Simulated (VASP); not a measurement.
Set up this calculation in VASP 6.6.1, as the native input.

| Quantity | Value |
| --- | --- |
| Task | single point |
| Functional | LDA |
| Potentials or basis | VASP PAW LDA potentials, release 64 (Ga_d, Sb) |
| Cutoff | 520 eV |
| k mesh | 6 × 6 × 6 |
| Occupations | fermi-dirac, width 0.02 eV |
| Spin | no spin polarisation |
| Dipole correction | no |
| Further INCAR settings | ALGO = Normal; EDIFF = 1e-07; NBANDS = 16 |

The structure of GaSb lies in POSCAR:

```
GaSb
1.0
    0.0000000000      3.0252249244      3.0252249244
    3.0252249244      0.0000000000      3.0252249244
    3.0252249244      3.0252249244      0.0000000000
Ga Sb
1 1
Direct
    0.0000000000      0.0000000000      0.0000000000
    0.2500000000      0.2500000000      0.2500000000
```

The input as run:

INCAR

```
ALGO = Normal
EDIFF = 1E-7
ENCUT = 520
ISIF = 2
ISMEAR = -1
LASPH = True
LCHARG = True
LELF = True
LREAL = False
LVHAR = True
LWAVE = False
NBANDS = 16
NELM = 60
PREC = Accurate
SIGMA = 0.02
```

KPOINTS

```
k-points
0
Gamma
  6 6 6
```

Potentials or basis: VASP PAW LDA potentials, release 64 (Ga_d, Sb).

Run with:

```console
$ cat potpaw_LDA.64/Ga_d/POTCAR potpaw_LDA.64/Sb/POTCAR > POTCAR
$ mpirun -np 1 vasp_std > vasp.out
```

It gave:

```yaml
Pressure: 0.1 GPa
Band_gap_on_the_k_mesh: 0.11 eV, direct
```

Caveat: spin-orbit coupling is left out, which moves the levels of the heavy elements.

It took 9.4 s on 1 thread of Intel(R) Xeon(R) Platinum 8259CL CPU @ 2.50GHz (Skylake/Cascade Lake), on a shared host, peak memory 0.16 GiB.
